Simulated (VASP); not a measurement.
Set up this calculation in VASP 6.6.1, as the native input.

| Quantity | Value |
| --- | --- |
| Task | single point |
| Functional | PBEsol |
| Dispersion | D3(BJ) |
| Potentials or basis | VASP PAW PBE potentials, release 64 (P) |
| Cutoff | 500 eV |
| k mesh | 20 × 20 × 20 |
| Occupations | gaussian, width 0.1 eV |
| Spin | no spin polarisation |
| Dipole correction | no |
| Further INCAR settings | ALGO = Normal; EDIFF = 1e-06; NBANDS = 8 |

The structure of P lies in POSCAR:

```
P
1.0
    1.9481993445      0.0000000000      0.0000000000
    0.0000000000      1.9481993445      0.0000000000
    0.0000000000      0.0000000000      1.9481993445
P
1
Direct
    0.0000000000      0.0000000000      0.0000000000
```

This isn't the form of P at room conditions, which is orthorhombic.

These files were run (other wordings do the same):

INCAR

```
PREC = Accurate
ENCUT = 500
EDIFF = 1E-6
ISMEAR = 0
SIGMA = 0.1
LREAL = F
LASPH = T
NELM = 120
ALGO = Normal
ISIF = 2
LWAVE = F
LCHARG = F
GGA = PS
IVDW = 12
NBANDS = 8
GGA_COMPAT = F
```

KPOINTS

```
regular mesh
0
Gamma
  20 20 20
```

Potentials or basis: VASP PAW PBE potentials, release 64 (P).

Launch:

```sh
$ cat potpaw_PBE.64/P/POTCAR > POTCAR
$ mpirun -np 1 vasp_std > vasp.out
```

It gave:

```json
{"Pressure": "302.7 GPa", "Band gap on the k mesh": "zero (an odd number of electrons rules out a gap without spin polarisation)", "Dispersion energy per atom": "-0.777 eV"}
```

Caveat: the cell stands under pressure; the PAW data sets were made with another functional, which shifts forces and pressure a little; an odd number of electrons without spin polarisation forces a metal; a magnetic or distorted state may lie lower.

It took 7 s on 1 thread of AMD EPYC 7R13 Processor (Zen 3), on a shared host, peak memory 0.09 GiB.
